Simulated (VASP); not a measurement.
Write the native input for VASP 6.6.1 that does the following.

```yaml
Task: single point
Functional: PBE
Dispersion: D4
Potentials_or_basis: VASP PAW PBE potentials, release 64 (Ga_d, As)
Cutoff: 520 eV
k_mesh: 6 × 6 × 6
Occupations: gaussian, width 0.01 eV
Spin: no spin polarisation
Dipole_correction: no
Further_INCAR_settings: ALGO = Normal; EDIFF = 1e-06; NBANDS = 16
```

The structure of GaAs lies in POSCAR:

```
GaAs
1.0
    0.0000000000      2.8330850957      2.8330850957
    2.8330850957      0.0000000000      2.8330850957
    2.8330850957      2.8330850957      0.0000000000
Ga As
1 1
Direct
    0.0000000000      0.0000000000      0.0000000000
    0.2500000000      0.2500000000      0.2500000000
```

One way to write it, as run:

INCAR

```
SYSTEM = GaAs
  PREC = Accurate
  ENCUT = 520
  EDIFF = 1E-6
  ISMEAR = 0
  SIGMA = 0.01
  LREAL = .False.
  LASPH = .True.
  NELM = 80
  ALGO = Normal
  ISIF = 2
  LWAVE = .False.
  LCHARG = .False.
  GGA = PE
  IVDW = 13
  NBANDS = 16
```

KPOINTS

```
regular mesh
0
Gamma
  6 6 6
  0 0 0
```

Potentials or basis: VASP PAW PBE potentials, release 64 (Ga_d, As).

Launch:

```sh
$ cat potpaw_PBE.64/Ga_d/POTCAR potpaw_PBE.64/As/POTCAR > POTCAR
$ mpirun -np 1 vasp_std > vasp.out
```

Results of the run:

```yaml
Pressure: 0.0 GPa
Band_gap_on_the_k_mesh: 0.47 eV, direct
Dispersion_energy_per_atom: -0.417 eV
```

Run time: 12 s on 1 thread of Intel(R) Xeon(R) 6975P-C (Granite Rapids), with other jobs on the host, peak memory 0.16 GiB.
